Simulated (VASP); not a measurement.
Here is a VASP 6.6.1 calculation.

Contents of INCAR:

```
SYSTEM = YbMg2Ge2
  ALGO = Normal
  EDIFF = 1E-6
  ENCUT = 520
  GGA = PS
  ISIF = 2
  ISMEAR = -1
  LASPH = .True.
  LCHARG = .False.
  LREAL = .False.
  LWAVE = .False.
  NBANDS = 36
  NELM = 60
  PREC = Accurate
  SIGMA = 0.0544
```

KPOINTS

```
k-points
0
Gamma
  5 5 5
  0 0 0
```

The input POSCAR:

```
YbMg2Ge2
1.0
    0.0000000000      4.1343050000      0.0000000000
    4.1343050000      0.0000000000      0.0000000000
    2.0671530000      2.0671530000     -5.1220800000
Ge Yb Mg
2 1 2
Direct
    0.3750000000      0.3750000000      0.2500000000
    0.6250000000      0.6250000000      0.7500000000
    0.0000000000      0.0000000000      0.0000000000
    0.7500000000      0.2500000000      0.5000000000
    0.2500000000      0.7500000000      0.5000000000
```

Potentials or basis: VASP PAW PBE potentials, release 64 (Ge_d, Yb, Mg).

The run is started by

```bash
$ cat potpaw_PBE.64/Ge_d/POTCAR potpaw_PBE.64/Yb/POTCAR potpaw_PBE.64/Mg/POTCAR > POTCAR
$ mpirun -np 1 vasp_std > vasp.out
```

Task: Estimate the band gap on the k mesh.

Result: Zero (bands 28 and 29 overlap by 0.58 eV).

Task: Predict the largest force.

Result: 3.054 eV/Å.

Task: Predict the pressure.

Result: 19.1 GPa.

Stress tensor (GPa, compression positive):
```
19.46  0.00  0.00
 0.00 19.46  0.00
 0.00  0.00 18.45
```

Caveat: the cell stands under pressure; the PAW data sets were made with another functional, which shifts forces and pressure a little; spin-orbit coupling is left out, which moves the levels of the heavy elements. Spin polarisation is off, so any magnetic state and its effect on volume and gap are missing.
